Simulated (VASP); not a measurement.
## MgO: single point with r2SCAN

MgO:

```
Mg O
1.0
     0.00000    2.07516    2.07516
     2.07516    0.00000    2.07516
     2.07516    2.07516    0.00000
Mg O
1 1
Direct
  0.00000 0.00000 0.00000
  0.50000 0.50000 0.50000
```

- Program: VASP 6.6.1
- Task: single point
- Functional: r2SCAN
- Potentials or basis: VASP PAW PBE potentials, release 64 (Mg_sv, O)
- Cutoff: 920 eV
- k mesh: 10 × 10 × 10
- Occupations: gaussian, width 0.01 eV
- Spin: no spin polarisation

```yaml
Pressure: 7.5 GPa
Band_gap_on_the_k_mesh: 6.10 eV
```

Levels at points of the mesh, in eV from the valence-band top:
| k point | band 6 | band 7 | band 8 | band 9 | band 10 | band 11 |
| --- | --- | --- | --- | --- | --- | --- |
| (0.00, 0.00, 0.00) | 0.00 | 0.00 | 0.00 | 6.10 | 17.12 | 17.12 |
| (0.50, 0.00, 0.00) | -4.80 | -0.73 | -0.73 | 9.13 | 14.37 | 17.98 |
| (0.50, 0.50, 0.00) | -4.25 | -1.43 | -1.43 | 10.10 | 11.66 | 14.82 |

It took 53 s on 1 thread of Intel(R) Xeon(R) 6975P-C (Granite Rapids), with other jobs on the host, peak memory 0.18 GiB.

Caveat: the cell stands under pressure; the PAW data sets were made with another functional, which shifts forces and pressure a little.
